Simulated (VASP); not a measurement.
# InSb (Pmmn) in VASP: further runs, part 2 of 2

VASP 6.6.1.

## Step 4: Electric field gradients, LDA (volume scaled by 0.98)

INCAR reads:

```
PREC = Accurate ; ENCUT = 520
EDIFF = 1E-8 ; ISMEAR = -1
SIGMA = 0.08 ; LREAL = False
LASPH = True ; NELM = 100
ALGO = Normal ; ISIF = 2
LWAVE = False ; LCHARG = False
LEFG = True ; NBANDS = 26
```

KPOINTS reads:

```
regular mesh
0
Gamma
  6 6 11
```

POSCAR reads:

```
InSb
1.0
    5.3210458966      0.0000000000      0.0000000000
    0.0000000000      5.6736632744      0.0000000000
    0.0000000000      0.0000000000      3.0424423336
In Sb
2 2
Direct
    0.0000000000      0.0000000000      0.0000000000
    0.5000000000      0.5000000000      0.0000000000
    0.5000000000      0.0000000000      0.8350000000
    0.0000000000      0.5000000000      0.1650000000
```

Potentials or basis: VASP PAW LDA potentials, release 64 (In_d, Sb).

Command:

```bash
cat potpaw_LDA.64/In_d/POTCAR potpaw_LDA.64/Sb/POTCAR > POTCAR
mpirun -np 1 vasp_std > vasp.out
```

OUTCAR:

```text
PREC = Accurate
   ENCUT = 520
   EDIFF = 1E-8
   ISMEAR = -1
   LREAL = False
   LASPH = True
   NELM = 100
   ISIF = 2

 ion  position               nearest neighbor table
   1  0.000  0.000  0.000-   3 2.71   3 2.71   4 2.88   4 2.88   3 3.68   3 3.68   4 3.81   4 3.81
                             2 3.89   2 3.89   2 3.89   2 3.89
   2  0.500  0.500  0.000-   4 2.71   4 2.71   3 2.88   3 2.88   4 3.68   4 3.68   3 3.81   3 3.81
                             1 3.89   1 3.89   1 3.89   1 3.89
   3  0.500  0.000  0.835-   1 2.71   1 2.71   2 2.88   2 2.88   1 3.68   1 3.68   2 3.81   2 3.81

   4  0.000  0.500  0.165-   2 2.71   2 2.71   1 2.88   1 2.88   2 3.68   2 3.68   1 3.81   1 3.81

  LATTYP: Found a simple orthorhombic cell.
 ALAT       =     3.0424423336
 B/A-ratio  =     1.7489389488
 C/A-ratio  =     1.8648383937

  Lattice vectors:

 A1 = (   0.0000000000,   0.0000000000,   3.0424423336)
 A2 = (   5.3210458966,   0.0000000000,   0.0000000000)
 A3 = (   0.0000000000,   5.6736632744,   0.0000000000)

Analysis of symmetry for initial positions (statically):
=====================================================================
 Subroutine PRICEL returns:
 Original cell was already a primitive cell.

 Routine SETGRP: Setting up the symmetry group for a
 simple orthorhombic supercell.

 Subroutine GETGRP returns: Found  8 space group operations
 (whereof  4 operations were pure point group operations)
 out of a pool of  8 trial point group operations.

The static configuration has the point symmetry C_2v.
 The point group associated with its full space group is D_2h.

Analysis of symmetry for dynamics (positions and initial velocities):
=====================================================================
 Subroutine PRICEL returns:
[... 863 lines left out ...]
     26      16.8385      0.00000

 [... further k-points ...]
[... 5 lines left out ...]
  --------------------------------------------------------------------------------------
  -------------------------------------------------------------------------------------
  Total       14.9940304      6.2913825      3.0888246      0.0000000      0.0000000      0.0000000
  in kB      261.5447778    109.7422235     53.8791713      0.0000000      0.0000000      0.0000000
  external PRESSURE =     141.7220575 kB  Pullay stress =       0.0000000 kB

 VOLUME and BASIS-vectors are now :
 -----------------------------------------------------------------------------
  energy-cutoff  :      520.00
  volume of cell :       91.85
      direct lattice vectors                 reciprocal lattice vectors
     5.321045897  0.000000000  0.000000000     0.187932978  0.000000000  0.000000000
     0.000000000  5.673663274  0.000000000     0.000000000  0.176252969  0.000000000
     0.000000000  0.000000000  3.042442334     0.000000000  0.000000000  0.328683305

 POSITION                                       TOTAL-FORCE (eV/Angst)
 -----------------------------------------------------------------------------------
      0.00000      0.00000      0.00000         0.000000      0.000000      0.263874
      2.66052      2.83683      0.00000         0.000000      0.000000     -0.263874
      2.66052      0.00000      2.54044         0.000000      0.000000     -0.668954
      0.00000      2.83683      0.50200         0.000000      0.000000      0.668954
 -----------------------------------------------------------------------------------
    total drift:                               -0.000000      0.000000     -0.000000

  FREE ENERGIE OF THE ION-ELECTRON SYSTEM (eV)
  ---------------------------------------------------
  free  energy   TOTEN  =       -15.3354591904 eV

  energy  without entropy=      -15.3056816377  energy(sigma->0) =      -15.32057041

 Electric field gradients (V/A^2)
---------------------------------------------------------------------
 ion       V_xx      V_yy      V_zz      V_xy      V_xz      V_yz
---------------------------------------------------------------------
   1     -86.255    13.350    72.906    -0.000    -0.000    -0.000
   2     -86.255    13.350    72.906    -0.000    -0.000    -0.000
   3     -84.555   -70.899   155.454     0.000     0.000    -0.000
   4     -84.555   -70.899   155.454     0.000    -0.000     0.000
---------------------------------------------------------------------

 Electric field gradients after diagonalization (V/A^2)
 (convention: |V_zz| > |V_xx| > |V_yy|)
----------------------------------------------------------------------
 ion       V_xx      V_yy      V_zz     asymmetry (V_yy - V_xx)/ V_zz
----------------------------------------------------------------------
   1      72.906    13.350   -86.255       0.690
   2      72.906    13.350   -86.255       0.690
   3     -84.555   -70.899   155.454       0.088
   4     -84.555   -70.899   155.454       0.088
----------------------------------------------------------------------

           NMR quadrupolar parameters

 Cq : quadrupolar parameter    Cq=e*Q*V_zz/h
 eta: asymmetry parameters     (V_yy - V_xx)/ V_zz
 Q  : nuclear electric quadrupole moment in mb (millibarn)
----------------------------------------------------------------------
 ion       Cq(MHz)       eta       Q (mb)
----------------------------------------------------------------------
   1      -0.209       0.690       1.000
   2      -0.209       0.690       1.000
   3       0.376       0.088       1.000
   4       0.376       0.088       1.000
----------------------------------------------------------------------
```

OSZICAR:

```text
N       E                     dE             d eps       ncg     rms          rms(c)
DAV:   1     0.301815145406E+03    0.30182E+03   -0.15841E+04  5000   0.158E+03
DAV:   2     0.111497613799E+02   -0.29067E+03   -0.28370E+03  5214   0.384E+02
DAV:   3    -0.145290219233E+02   -0.25679E+02   -0.25247E+02  6294   0.130E+02
DAV:   4    -0.154725166964E+02   -0.94349E+00   -0.94028E+00  5926   0.257E+01
DAV:   5    -0.155275002299E+02   -0.54984E-01   -0.54978E-01  7816   0.568E+00    0.735E+00
DAV:   6    -0.153743891056E+02    0.15311E+00   -0.23679E-01  6904   0.806E+00    0.398E+00
DAV:   7    -0.153385320807E+02    0.35857E-01   -0.99175E-02  7250   0.355E+00    0.756E-01
DAV:   8    -0.153357954149E+02    0.27367E-02   -0.12738E-02  6690   0.142E+00    0.473E-01
DAV:   9    -0.153354658540E+02    0.32956E-03   -0.95769E-04  6286   0.174E-01    0.119E-01
DAV:  10    -0.153354603959E+02    0.54581E-05   -0.46190E-05  6830   0.725E-02    0.415E-02
DAV:  11    -0.153354593796E+02    0.10163E-05   -0.63703E-06  6354   0.263E-02    0.216E-02
DAV:  12    -0.153354591883E+02    0.19124E-06   -0.61059E-07  6036   0.581E-03    0.470E-03
DAV:  13    -0.153354591956E+02   -0.73201E-08   -0.11786E-07  7080   0.421E-03    0.130E-03
DAV:  14    -0.153354591904E+02    0.52696E-08   -0.15984E-08  3820   0.115E-03
   1 F= -.15335459E+02 E0= -.15320570E+02  d E =-.297776E-01
```

stdout:

```text
POSCAR found type information on POSCAR InSb
 POSCAR found :  2 types and       4 ions
 scaLAPACK will be used
 LDA part: xc-table for (Slater(with rela. corr.)+CA(PZ))
 , standard interpolation
 POSCAR, INCAR and KPOINTS ok, starting setup
 FFT: planning ... GRIDC
 FFT: planning ... GRID_SOFT
 FFT: planning ... GRID
 WAVECAR not read
 entering main loop
ion   1

ion   2

ion   3

ion   4
```

Run time: 2.9 min. Hardware: 1 thread of AMD EPYC 7R43 (Zen 3), shared host; peak memory 0.29 GiB.

Results:

| Quantity | Value |
| --- | --- |
| Free energy | -15.3355 eV |
| Pressure | 14.2 GPa |
| Largest force | 0.669 eV/Å |
| Band gap on the k mesh | zero (band 18 reaches 11.41 eV, above the bottom of band 19 at 8.01 eV) |

Forces on the atoms (eV/Å):
```
In   0.000  0.000  0.264
In   0.000  0.000 -0.264
Sb   0.000  0.000 -0.669
Sb   0.000  0.000  0.669
```

Electric field gradients, principal values (V/Å²):
```csv
atom,least,middle,greatest (by size)
1 In,13.350,72.906,-86.255
2 In,13.350,72.906,-86.255
3 Sb,-70.899,-84.555,155.454
4 Sb,-70.899,-84.555,155.454
```

Caveat: without QUAD_EFG the Cq values of the log hold for a quadrupole moment of 1 mb, not for the nuclei; spin-orbit coupling is left out, which moves the levels of the heavy elements.

## Step 5: Electric field gradients, LDA (volume scaled by 1.06)

INCAR reads:

```
SYSTEM = InSb
ALGO = Normal
EDIFF = 1E-8
ENCUT = 520
ISIF = 2
ISMEAR = -1
LASPH = .True.
LCHARG = .False.
LEFG = .True.
LREAL = .False.
LWAVE = .False.
NBANDS = 26
NELM = 100
PREC = Accurate
SIGMA = 0.08
```

KPOINTS reads:

```
k-points
0
Gamma
  6 6 11
  0 0 0
```

POSCAR reads:

```
InSb
1.0
    5.4620658897      0.0000000000      0.0000000000
    0.0000000000      5.8240284417      0.0000000000
    0.0000000000      0.0000000000      3.1230740751
In Sb
2 2
Direct
    0.0000000000      0.0000000000      0.0000000000
    0.5000000000      0.5000000000      0.0000000000
    0.5000000000      0.0000000000      0.8350000000
    0.0000000000      0.5000000000      0.1650000000
```

Potentials or basis: VASP PAW LDA potentials, release 64 (In_d, Sb).

Command:

```bash
cat potpaw_LDA.64/In_d/POTCAR potpaw_LDA.64/Sb/POTCAR > POTCAR
mpirun -np 1 vasp_std > vasp.out
```

OUTCAR:

```text
SYSTEM = InSb
   EDIFF = 1E-8
   ENCUT = 520
   ISIF = 2
   ISMEAR = -1
   LASPH = .True.
   LREAL = .False.
   NELM = 100
   PREC = Accurate

 ion  position               nearest neighbor table
   1  0.000  0.000  0.000-   3 2.78   3 2.78   4 2.96   4 2.96   3 3.78   3 3.78   2 3.99   2 3.99
                             2 3.99   2 3.99
   2  0.500  0.500  0.000-   4 2.78   4 2.78   3 2.96   3 2.96   4 3.78   4 3.78   1 3.99   1 3.99
                             1 3.99   1 3.99
   3  0.500  0.000  0.835-   1 2.78   1 2.78   2 2.96   2 2.96   1 3.78   1 3.78
   4  0.000  0.500  0.165-   2 2.78   2 2.78   1 2.96   1 2.96   2 3.78   2 3.78

  LATTYP: Found a simple orthorhombic cell.
 ALAT       =     3.1230740751
 B/A-ratio  =     1.7489389487
 C/A-ratio  =     1.8648383937

  Lattice vectors:

 A1 = (   0.0000000000,   0.0000000000,   3.1230740751)
 A2 = (   5.4620658897,   0.0000000000,   0.0000000000)
 A3 = (   0.0000000000,   5.8240284417,   0.0000000000)

Analysis of symmetry for initial positions (statically):
=====================================================================
 Subroutine PRICEL returns:
 Original cell was already a primitive cell.

 Routine SETGRP: Setting up the symmetry group for a
 simple orthorhombic supercell.

 Subroutine GETGRP returns: Found  8 space group operations
 (whereof  4 operations were pure point group operations)
 out of a pool of  8 trial point group operations.

The static configuration has the point symmetry C_2v.
 The point group associated with its full space group is D_2h.

Analysis of symmetry for dynamics (positions and initial velocities):
=====================================================================
 Subroutine PRICEL returns:
 Original cell was already a primitive cell.

 Routine SETGRP: Setting up the symmetry group for a
[... 868 lines left out ...]
  --------------------------------------------------------------------------------------
  -------------------------------------------------------------------------------------
  Total        9.3267865      2.2682795     -0.1968560      0.0000000      0.0000000      0.0000000
  in kB      150.4111073     36.5800620     -3.1746557      0.0000000      0.0000000      0.0000000
  external PRESSURE =      61.2721712 kB  Pullay stress =       0.0000000 kB

 VOLUME and BASIS-vectors are now :
 -----------------------------------------------------------------------------
  energy-cutoff  :      520.00
  volume of cell :       99.35
      direct lattice vectors                 reciprocal lattice vectors
     5.462065890  0.000000000  0.000000000     0.183080911  0.000000000  0.000000000
     0.000000000  5.824028442  0.000000000     0.000000000  0.171702458  0.000000000
     0.000000000  0.000000000  3.123074075     0.000000000  0.000000000  0.320197336

 POSITION                                       TOTAL-FORCE (eV/Angst)
 -----------------------------------------------------------------------------------
      0.00000      0.00000      0.00000         0.000000      0.000000      0.208616
      2.73103      2.91201      0.00000         0.000000      0.000000     -0.208616
      2.73103      0.00000      2.60777         0.000000      0.000000     -0.470134
      0.00000      2.91201      0.51531         0.000000      0.000000      0.470134
 -----------------------------------------------------------------------------------
    total drift:                                0.000000     -0.000000     -0.000000

  FREE ENERGIE OF THE ION-ELECTRON SYSTEM (eV)
  ---------------------------------------------------
  free  energy   TOTEN  =       -15.7995461232 eV

  energy  without entropy=      -15.7685681457  energy(sigma->0) =      -15.78405713

 Electric field gradients (V/A^2)
---------------------------------------------------------------------
 ion       V_xx      V_yy      V_zz      V_xy      V_xz      V_yz
---------------------------------------------------------------------
   1     -81.470    11.186    70.284    -0.000     0.000    -0.000
   2     -81.470    11.186    70.284     0.000     0.000    -0.000
   3     -78.844   -76.489   155.334    -0.000     0.000     0.000
   4     -78.844   -76.489   155.334     0.000    -0.000     0.000
---------------------------------------------------------------------

 Electric field gradients after diagonalization (V/A^2)
 (convention: |V_zz| > |V_xx| > |V_yy|)
----------------------------------------------------------------------
 ion       V_xx      V_yy      V_zz     asymmetry (V_yy - V_xx)/ V_zz
----------------------------------------------------------------------
   1      70.284    11.186   -81.470       0.725
   2      70.284    11.186   -81.470       0.725
   3     -78.844   -76.489   155.334       0.015
   4     -78.844   -76.489   155.334       0.015
----------------------------------------------------------------------

           NMR quadrupolar parameters

 Cq : quadrupolar parameter    Cq=e*Q*V_zz/h
 eta: asymmetry parameters     (V_yy - V_xx)/ V_zz
 Q  : nuclear electric quadrupole moment in mb (millibarn)
----------------------------------------------------------------------
 ion       Cq(MHz)       eta       Q (mb)
----------------------------------------------------------------------
   1      -0.197       0.725       1.000
   2      -0.197       0.725       1.000
   3       0.376       0.015       1.000
   4       0.376       0.015       1.000
----------------------------------------------------------------------
```

OSZICAR:

```text
N       E                     dE             d eps       ncg     rms          rms(c)
DAV:   1     0.296976827686E+03    0.29698E+03   -0.15709E+04  4992   0.155E+03
DAV:   2     0.101987017017E+02   -0.28678E+03   -0.27991E+03  5250   0.376E+02
DAV:   3    -0.149408904022E+02   -0.25140E+02   -0.24634E+02  6204   0.126E+02
DAV:   4    -0.159024896860E+02   -0.96160E+00   -0.95844E+00  6020   0.258E+01
DAV:   5    -0.159575308651E+02   -0.55041E-01   -0.55034E-01  7650   0.565E+00    0.634E+00
DAV:   6    -0.158289642451E+02    0.12857E+00   -0.21757E-01  6940   0.712E+00    0.343E+00
DAV:   7    -0.158020578984E+02    0.26906E-01   -0.86219E-02  7130   0.309E+00    0.630E-01
DAV:   8    -0.157997222834E+02    0.23356E-02   -0.11264E-02  6484   0.130E+00    0.375E-01
DAV:   9    -0.157995532852E+02    0.16900E-03   -0.87894E-04  6660   0.184E-01    0.105E-01
DAV:  10    -0.157995468030E+02    0.64821E-05   -0.53734E-05  7030   0.776E-02    0.438E-02
DAV:  11    -0.157995464265E+02    0.37658E-06   -0.58427E-06  6432   0.243E-02    0.237E-02
DAV:  12    -0.157995461317E+02    0.29479E-06   -0.84164E-07  6218   0.632E-03    0.496E-03
DAV:  13    -0.157995461285E+02    0.31864E-08   -0.14660E-07  6958   0.371E-03    0.803E-04
DAV:  14    -0.157995461232E+02    0.52996E-08   -0.18357E-08  4160   0.851E-04
   1 F= -.15799546E+02 E0= -.15784057E+02  d E =-.309780E-01
```

stdout:

```text
POSCAR found type information on POSCAR InSb
 POSCAR found :  2 types and       4 ions
 scaLAPACK will be used
 LDA part: xc-table for (Slater(with rela. corr.)+CA(PZ))
 , standard interpolation
 POSCAR, INCAR and KPOINTS ok, starting setup
 FFT: planning ... GRIDC
 FFT: planning ... GRID_SOFT
 FFT: planning ... GRID
 WAVECAR not read
 entering main loop
ion   1

ion   2

ion   3

ion   4
```

It took 3.3 min on 1 thread of Intel Xeon Platinum 8375C at 2.90GHz (Ice Lake), shared host; peak memory 0.33 GiB.

Results:

```yaml
Free_energy: -15.7995 eV
Pressure: 6.1 GPa
Largest_force: 0.470 eV/Å
Band_gap_on_the_k_mesh: zero (band 18 reaches 10.03 eV, above the bottom of band 19 at 7.01 eV)
```

Forces on the atoms (eV/Å):
```
In   0.000  0.000  0.209
In   0.000  0.000 -0.209
Sb   0.000  0.000 -0.470
Sb   0.000  0.000  0.470
```

Levels at points of the mesh, in eV from the Fermi level:
```
           k point  band 16  band 17  band 18  band 19  band 20  band 21
(0.00, 0.00, 0.00)    -2.88    -2.76    -2.03     3.23     4.05     4.10
(0.50, 0.00, 0.00)    -4.13     0.94     0.94     3.99     3.99     4.42
(0.00, 0.50, 0.00)    -4.32    -0.34    -0.34     3.61     3.61     4.27
(0.50, 0.50, 0.00)    -0.40     1.33     1.33     2.36     2.36     2.53
```

Electric field gradients, principal values (V/Å²):
```
atom    least   middle  greatest (by size)
1 In   11.186   70.284             -81.470
2 In   11.186   70.284             -81.470
3 Sb  -76.489  -78.844             155.334
4 Sb  -76.489  -78.844             155.334
```

Caveat: without QUAD_EFG the Cq values of the log hold for a quadrupole moment of 1 mb, not for the nuclei; spin-orbit coupling is left out, which moves the levels of the heavy elements.

## Step 6: The runs side by side

| cell | gap on the mesh (eV) | pressure (GPa) | largest force (eV/Å) |
| --- | --- | --- | --- |
| a = 5.248, b = 5.595, c = 3.000 Å, 4 atoms | none | 19.6 | 0.79 |
| a = 5.321, b = 5.674, c = 3.042 Å, 4 atoms | none | 14.2 | 0.67 |
| a = 5.462, b = 5.824, c = 3.123 Å, 4 atoms | none | 6.1 | 0.47 |

Alike in all rows: task electric field gradients; level LDA; potentials or basis VASP PAW LDA potentials, release 64 (In_d, Sb); no spin polarisation; k mesh 6 × 6 × 11; cutoff (eV) 520; smearing fermi-dirac 0.08 eV.

Caveats: spin-orbit coupling is left out, which moves the levels of the heavy elements.

Total energies depend on the potentials used, so only differences within one code and one set of settings carry meaning.
